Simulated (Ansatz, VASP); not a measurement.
## CdF2 in VASP and in Ansatz

INCAR

```
SYSTEM = CdF2
PREC     = Accurate       ! precision mode
ENCUT    = 520            ! plane-wave cutoff, eV
EDIFF    = 1E-8           ! SCF threshold, eV
ISMEAR   = -1             ! smearing method
SIGMA    = 0.02           ! smearing width, eV
LREAL    = .FALSE.        ! projectors in reciprocal space
LASPH    = .TRUE.         ! aspherical terms in the spheres
NELM     = 60             ! most SCF steps
ALGO     = Normal         ! electronic algorithm
ISIF     = 2              ! what is computed and relaxed
LWAVE    = .FALSE.        ! write WAVECAR
LCHARG   = .FALSE.        ! write CHGCAR
LEFG     = .TRUE.       
NBANDS   = 20             ! bands
```

The input KPOINTS:

```
Automatic mesh
0
G
  8 8 8
  0 0 0
```

The input POSCAR:

```
CdF2
1.0
   -0.0538800000      2.6670600000      2.6670600000
    2.6670600000     -0.0538800000      2.6670600000
    2.6670600000      2.6670600000     -0.0538800000
Cd F
1 2
Direct
    0.0000000000      0.0000000000      0.0000000000
    0.2500000000      0.2500000000      0.2500000000
    0.7500000000      0.7500000000      0.7500000000
```

Input for Ansatz:

```yaml
crystal:
  lattice:
    - [-0.05388, 2.66706, 2.66706]
    - [2.66706, -0.05388, 2.66706]
    - [2.66706, 2.66706, -0.05388]
  atoms:
    - { symbol: Cd, position: [0.0, 0.0, 0.0] }
    - { symbol: F, position: [0.25, 0.25, 0.25] }
    - { symbol: F, position: [0.75, 0.75, 0.75] }
kpoints:
  mp_grid: { grid: [8, 8, 8] }
scf:
  occupations: { method: fermi_dirac, width: 0.02 }
hamiltonian:
  xc: lda
  pseudopotentials: { kind: all_electron, datasets: crystal }
output:
  forces: true
  stress: true
  eigenvalues: true
  efg: { contact_densities: true }
```

Change from the starting cell: equal xy, yz and zx shear strains of -2 %, crystal datasets.

Alike in both runs: task electric field gradients; functional LDA; k mesh 8 × 8 × 8; occupations fermi-dirac, width 0.02 eV; no spin polarisation.

|  | VASP | Ansatz |
| --- | --- | --- |
| version | VASP 6.6.1 | Ansatz 0.2.0 |
| potentials or method | VASP PAW LDA potentials, release 64 (Cd, F), cutoff 520 eV | all-electron PAW with datasets made for the crystal, scalar-relativistic |

Ansatz gave:

| Item | Value |
| --- | --- |
| gap on the k mesh at the Fermi level (eV) | 2.80 |
| pressure (GPa) | -5.5 |
| traceless stress, the component that is largest in VASP (GPa) | 0.46 |
| rms of the force components (eV/Å) | 0.022 |
| size of Vzz on the site where it differs most (V/Å²) | 19.6 |

Question: Estimate VASP's values.

Answer: gap on the k mesh at the Fermi level (eV): 2.80; pressure (GPa): -4.6; traceless stress, the component that is largest in VASP (GPa): 0.56; rms of the force components (eV/Å): 0.031; size of Vzz on the site where it differs most (V/Å²): 21.7.

LDA's correlation is that of Perdew and Zunger in VASP and of Perdew and Wang (1992) in Ansatz. Atom by atom the forces differ by 0.008 eV/Å (rms over components). Ansatz ran all-electron here, and VASP with PAW potentials.
